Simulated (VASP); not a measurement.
# W (R3m) in VASP: single point with PBE

Aim: the single point of W with PBE.

Everything below comes from runs of VASP 6.6.1. Logs are shortened: lines on timing, memory, paths and dates and some standing lists are left out, and cuts for length are marked.

**1. The cell of the first run**

The structure is trigonal, space group R3m (No. 160). The conventional cell has a = 9.036 Å, b = 9.036 Å, c = 5.533 Å, α = 90.00°, β = 90.00°, γ = 120.00°. Within 3.5 Å of W (site symmetry 3m) lie 14 W at 2.63 to 3.27 Å. W (site symmetry 3m) has 14 W at 2.63 to 3.19 Å within 3.5 Å. Within 3.6 Å of W (site symmetry m) lie 14 W at 2.73 to 3.19 Å. W (site symmetry m) has 14 W at 2.77 to 3.27 Å within 3.6 Å.

**2. Single point, PBE (atom 1 (W) moved +0.133 Å towards its neighbour atom 2 (W) at 2.767 Å)**

Input file INCAR:

```
SYSTEM = W
PREC = Accurate ; ENCUT = 520
EDIFF = 1E-6 ; ISMEAR = 0
SIGMA = 0.15 ; LREAL = .FALSE.
LASPH = .TRUE. ; NELM = 60
ALGO = Fast ; ISIF = 2
LWAVE = .FALSE. ; LCHARG = .FALSE.
GGA = PE ; NBANDS = 66
```

Input file KPOINTS:

```
Automatic mesh
0
G
  10 10 10
  0 0 0
```

Input file POSCAR:

```
W
1.0
   -3.1946000000     -3.1946000000      3.1946000000
   -3.1946000000      3.1946000000     -3.1946000000
    3.1946000000     -3.1946000000     -3.1946000000
W
8
Direct
    0.4759090995      0.5000000000      0.5000000000
    0.0000000000      0.5000000000      0.5000000000
    0.5000000000      0.0000000000      0.5000000000
    0.0000000000      0.0000000000      0.5000000000
    0.5000000000      0.5000000000      0.0000000000
    0.0000000000      0.5000000000      0.0000000000
    0.5000000000      0.0000000000      0.0000000000
    0.0000000000      0.0000000000      0.0000000000
```

Potentials or basis: VASP PAW PBE potentials, release 64 (W_sv).

The run is started by

```
$ cat potpaw_PBE.64/W_sv/POTCAR > POTCAR
$ mpirun -np 1 vasp_std > vasp.out
```

OUTCAR:

```text
SYSTEM = W
   PREC = Accurate
   ENCUT = 520
   EDIFF = 1E-6
   ISMEAR = 0
   LREAL = .FALSE.
   LASPH = .TRUE.
   NELM = 60
   ISIF = 2
   GGA = PE

 ion  position               nearest neighbor table
   1  0.476  0.500  0.500-   2 2.63   3 2.73   5 2.73   8 2.73   8 2.81   3 2.81   5 2.81   2 2.90
                             7 3.12   4 3.12   6 3.12   4 3.27   7 3.27   6 3.27
   2  0.000  0.500  0.500-   1 2.63   4 2.77   6 2.77   7 2.77   6 2.77   4 2.77   7 2.77   1 2.90
                             5 3.19   8 3.19   8 3.19   5 3.19   3 3.19   3 3.19
   3  0.500  0.000  0.500-   1 2.73   6 2.77   7 2.77   7 2.77   4 2.77   4 2.77   6 2.77   1 2.81
                             5 3.19   5 3.19   8 3.19   8 3.19   2 3.19   2 3.19
   4  0.000  0.000  0.500-   2 2.77   3 2.77   5 2.77   8 2.77   8 2.77   2 2.77   3 2.77   5 2.77
                             1 3.12   6 3.19   7 3.19   7 3.19   6 3.19   1 3.27
   5  0.500  0.500  0.000-   1 2.73   6 2.77   7 2.77   4 2.77   7 2.77   6 2.77   4 2.77   1 2.81
                             2 3.19   3 3.19   8 3.19   2 3.19   8 3.19   3 3.19
   6  0.000  0.500  0.000-   2 2.77   3 2.77   5 2.77   8 2.77   2 2.77   8 2.77   5 2.77   3 2.77
                             1 3.12   4 3.19   7 3.19   7 3.19   4 3.19   1 3.27
   7  0.500  0.000  0.000-   2 2.77   3 2.77   5 2.77   8 2.77   3 2.77   5 2.77   8 2.77   2 2.77
                             1 3.12   4 3.19   4 3.19   6 3.19   6 3.19   1 3.27
   8  0.000  0.000  0.000-   1 2.73   4 2.77   6 2.77   7 2.77   4 2.77   6 2.77   7 2.77   1 2.81
                             3 3.19   2 3.19   2 3.19   3 3.19   5 3.19   5 3.19

  LATTYP: Found a body centered cubic cell.
 ALAT       =     6.3892000000

  Lattice vectors:

 A1 = (  -3.1946000000,  -3.1946000000,   3.1946000000)
 A2 = (  -3.1946000000,   3.1946000000,  -3.1946000000)
 A3 = (   3.1946000000,  -3.1946000000,  -3.1946000000)

Analysis of symmetry for initial positions (statically):
=====================================================================
 Subroutine PRICEL returns:
 Original cell was already a primitive cell.

 Routine SETGRP: Setting up the symmetry group for a
 body centered cubic supercell.

 Subroutine GETGRP returns: Found  6 space group operations
 (whereof  2 operations were pure point group operations)
 out of a pool of 48 trial point group operations.

The static configuration has the point symmetry C_1h.
 The point group associated with its full space group is C_3v.

Analysis of symmetry for dynamics (positions and initial velocities):
=====================================================================
 Subroutine PRICEL returns:
 Original cell was already a primitive cell.

 Routine SETGRP: Setting up the symmetry group for a
 body centered cubic supercell.

 Subroutine GETGRP returns: Found  6 space group operations
 (whereof  2 operations were pure point group operations)
 out of a pool of 48 trial point group operations.
[... 124 lines left out ...]
   PSTRESS=    0.0 pullay stress
   NELECT =     112.0000    total number of electrons
   NUPDOWN=      -1.0000    fix difference up-down
   EMIN   =  10.00;   EMAX   =-10.00  energy-range for DOS
   EFERMI =   0.00;   METHOD = LEGACY
   ISMEAR =     0;   SIGMA  =   0.15  broadening in eV -4-tet -1-fermi 0-gaus
   EFERMI_NEDOS =   21; number of points for ismear=-14 and -15
   IALGO  =     68    algorithm
   IMIX   =      4    mixing-type and parameters
     AMIX     =   0.40;   BMIX     =  1.00
     AMIX_MAG =   1.60;   BMIX_MAG =  1.00
  volume/ion in A,a.u.               =      16.30       110.01
  Fermi-wavevector in a.u.,A,eV,Ry     =   1.556125  2.940649 32.946829  2.421524
  Thomas-Fermi vector in A             =   2.659966
   LORBIT       =      0    0 simple, 1 ext, 2 COOP (PROOUT), +10 PAW based schemes
   GGA     = PE    functional components
   LHFCALC =     F    Hartree Fock is set to
   AEXX    =    0.0000 exact exchange contribution
   IVDW    =     0    specifies the selected vdW correction
   LEPSILON=     F    determine dielectric tensor
   LRPA    =     F    only Hartree local field effects (RPA)
 non-spin polarized calculation
 RMM-DIIS sequential band-by-band and
 Gauss-broadening in eV      SIGMA  =   0.15
  energy-cutoff  :      520.00
  volume of cell :      130.41
 maximum number of plane-waves:      3564
 NGX is ok and might be reduce to    42
   NGX = 21   NGY = 21   NGZ = 21

 number of electron     112.0000003 magnetization

 Free energy of the ion-electron system (eV)
  ---------------------------------------------------
  ext. energy  EPLUGINS =         0.00000000
  ---------------------------------------------------
  free energy    TOTEN  =      -103.52838567 eV

  energy without entropy =     -103.49513426  energy(sigma->0) =     -103.51175996

 E-fermi :  11.0638     XC(G=0): -13.4810

 val. band max:       11.0631669135   @ k =   0.3000  -0.2000   0.4000
 cond. band min:      11.0642644188   @ k =   0.0000   0.4000   0.0000
 fundamental gap:      0.0010975053
 Fermi energy:        11.0638030781

 k-point     1 :       0.0000    0.0000    0.0000
  band No.  band energies     occupation
      1     -63.1783      2.00000
      2     -63.0638      2.00000
      3     -63.0638      2.00000
      4     -63.0608      2.00000
      5     -63.0608      2.00000
      6     -63.0533      2.00000
[... 1645 lines left out ...]
     65      13.1898      0.00000
     66      13.5521      0.00000

 [... further k-points ...]
[... 5 lines left out ...]
  --------------------------------------------------------------------------------------
  -------------------------------------------------------------------------------------
  Total       -1.6506311     -1.6506311     -1.6506311      0.0349041     -0.0349041     -0.0349041
  in kB      -20.2792154    -20.2792154    -20.2792154      0.4288228     -0.4288228     -0.4288228
  external PRESSURE =     -20.2792154 kB  Pullay stress =       0.0000000 kB

 VOLUME and BASIS-vectors are now :
 -----------------------------------------------------------------------------
  energy-cutoff  :      520.00
  volume of cell :      130.41
      direct lattice vectors                 reciprocal lattice vectors
    -3.194600000 -3.194600000  3.194600000    -0.156514118 -0.156514118  0.000000000
    -3.194600000  3.194600000 -3.194600000    -0.156514118  0.000000000 -0.156514118
     3.194600000 -3.194600000 -3.194600000     0.000000000 -0.156514118 -0.156514118

 POSITION                                       TOTAL-FORCE (eV/Angst)
 -----------------------------------------------------------------------------------
     -1.52034     -1.52034     -1.67426        -1.265032     -1.265032      1.265032
      0.00000      0.00000     -3.19460         0.533264      0.533264     -0.533264
      0.00000     -3.19460      0.00000        -0.127573      0.194618     -0.194618
      1.59730     -1.59730     -1.59730         0.430881      0.019612     -0.019612
     -3.19460      0.00000      0.00000         0.194618     -0.127573     -0.194618
     -1.59730      1.59730     -1.59730         0.019612      0.430881     -0.019612
     -1.59730     -1.59730      1.59730         0.019612      0.019612     -0.430881
      0.00000      0.00000      0.00000         0.194618      0.194618      0.127573
 -----------------------------------------------------------------------------------
    total drift:                                0.000007      0.000007     -0.000007

  FREE ENERGIE OF THE ION-ELECTRON SYSTEM (eV)
  ---------------------------------------------------
  free  energy   TOTEN  =      -103.5283856656 eV

  energy  without entropy=     -103.4951342596  energy(sigma->0) =     -103.51175996
```

stdout:

```text
POSCAR found type information on POSCAR W
 POSCAR found :  1 types and       8 ions
 scaLAPACK will be used
 LDA part: xc-table for (Slater+PW92), standard interpolation
 POSCAR, INCAR and KPOINTS ok, starting setup
 FFT: planning ... GRIDC
 FFT: planning ... GRID_SOFT
 FFT: planning ... GRID
 WAVECAR not read
 entering main loop
WARNING in EDDRMM: call to ZHEGV failed, returncode =   8  4     57
WARNING in EDDRMM: call to ZHEGV failed, returncode =   6  3     59
```

Wall time 22 min (1 thread of Oxide Virtual Turin-like, shared host); peak memory 0.68 GiB.

What came out:

| Property | Result |
| --- | --- |
| Free energy | -103.5284 eV |
| Pressure | -2.0 GPa |
| Largest force | 2.191 eV/Å |
| Band gap on the k mesh | zero (bands 56 and 57 overlap by 1.13 eV) |

Forces in eV/Å, atoms in the order of the input:
```
W   -1.265 -1.265  1.265
W    0.533  0.533 -0.533
W   -0.128  0.195 -0.195
W    0.431  0.020 -0.020
W    0.195 -0.128 -0.195
W    0.020  0.431 -0.020
W    0.020  0.020 -0.431
W    0.195  0.195  0.128
```

Caveat: the cell differs from its parent crystal (atom 1 (W) moved +0.133 Å towards its neighbour atom 2 (W) at 2.767 Å); spin-orbit coupling is left out, which moves the levels of the heavy elements; forces of over 1 eV/Å act on the atoms, so gaps and moduli don't describe the material at rest.
